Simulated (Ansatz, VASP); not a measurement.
## Two plane-wave programs on RuCl2

INCAR

```
ALGO = Normal ; EDIFF = 1E-6
ENCUT = 520 ; GGA = CA
ISIF = 2 ; ISMEAR = 0
ISPIN = 2 ; LASPH = True
LCHARG = True ; LDAU = True
LDAUJ = 0 0 ; LDAUL = 2 -1
LDAUPRINT = 1 ; LDAUTYPE = 2
LDAUU = 4 0 ; LELF = True
LMAXMIX = 4 ; LORBIT = 11
LREAL = False ; LVHAR = True
LWAVE = False ; MAGMOM = 4 0 0
NBANDS = 25 ; NELM = 150
PREC = Accurate ; SIGMA = 0.05
```

Contents of KPOINTS:

```
k-points
0
Gamma
  6 6 6
```

POSCAR

```
RuCl2
1.0
    1.8292431100      1.0561140000      5.5304908700
   -1.8292431100      1.0561140000      5.5304908700
    0.0000000000     -2.1122280100      5.5304908700
Ru Cl
1 2
Direct
    0.0000000000      0.0000000000      0.0000000000
    0.2520000000      0.2520000000      0.2520000000
    0.7480000000      0.7480000000      0.7480000000
```

Input for Ansatz:

```yaml
crystal:
  lattice:
    - [1.82924311, 1.056114, 5.53049087]
    - [-1.82924311, 1.056114, 5.53049087]
    - [0.0, -2.11222801, 5.53049087]
  atoms:
    - { symbol: Ru, position: [0.0, 0.0, 0.0], spin: 4.0 }
    - { symbol: Cl, position: [0.252, 0.252, 0.252] }
    - { symbol: Cl, position: [0.748, 0.748, 0.748] }
basis:
  ecutwfc: 420
  ecutrho_ratio: 4
kpoints:
  mp_grid: { grid: [6, 6, 6] }
hamiltonian:
  xc: lda
  hubbard: { sites: [{ site: 0, l: d, u_eff: 4.0 }] }
scf:
  occupations: { method: gaussian, width: 0.05 }
  lower_state_search: "off"
  max_iter: 150
output:
  forces: true
  stress: true
  eigenvalues: true
  populations: true
  hubbard: { sites: [{ site: 0, l: d }] }
magnetization:
  spin_polarized: true
```

Alike in both runs: task single point; functional LDA; k mesh 6 × 6 × 6; occupations gaussian, width 0.05 eV; collinear spin; Hubbard terms Ru d U = 4.0 eV.

|  | VASP | Ansatz |
| --- | --- | --- |
| version | VASP 6.6.1 | Ansatz 0.2.0 |
| potentials or method | VASP PAW LDA potentials, release 64 (Ru_pv, Cl), cutoff 520 eV | scalar-relativistic, plane waves, PAW |
| valence electrons in the cell | 28 | 30 |

VASP gave:

* gap on the k mesh at the Fermi level (eV): none
* pressure (GPa): 3.8
* traceless stress, the component that is largest in VASP (GPa): 1.25
* rms of the force components (eV/Å): 0.351
* net moment per atom (μB): 1.33
* size of the moment on the site where the two differ most (μB): 3.30

**Question.** Estimate Ansatz's values.

**Answer.** gap on the k mesh at the Fermi level (eV): none; pressure (GPa): -3.9; traceless stress, the component that is largest in VASP (GPa): 0.27; rms of the force components (eV/Å): 0.211; net moment per atom (μB): 0.67; size of the moment on the site where the two differ most (μB): 1.68.

The net moments are unlike, so the other rows may belong to different states. LDA's correlation is that of Perdew and Zunger in VASP and of Perdew and Wang (1992) in Ansatz. Site moments also hang on the region over which each program counts them. The programs project onto different local orbitals, so the same U acts differently, and such runs can settle in different states. Atom by atom the forces differ by 0.562 eV/Å (rms over components). A gap of «none» marks a metal or a gap that the smearing closes. VASP's potentials hold 28 valence electrons a cell and Ansatz's 30, so a difference there can come from the potentials and not from the codes. Ansatz's warnings: filled band counts differ across k points.
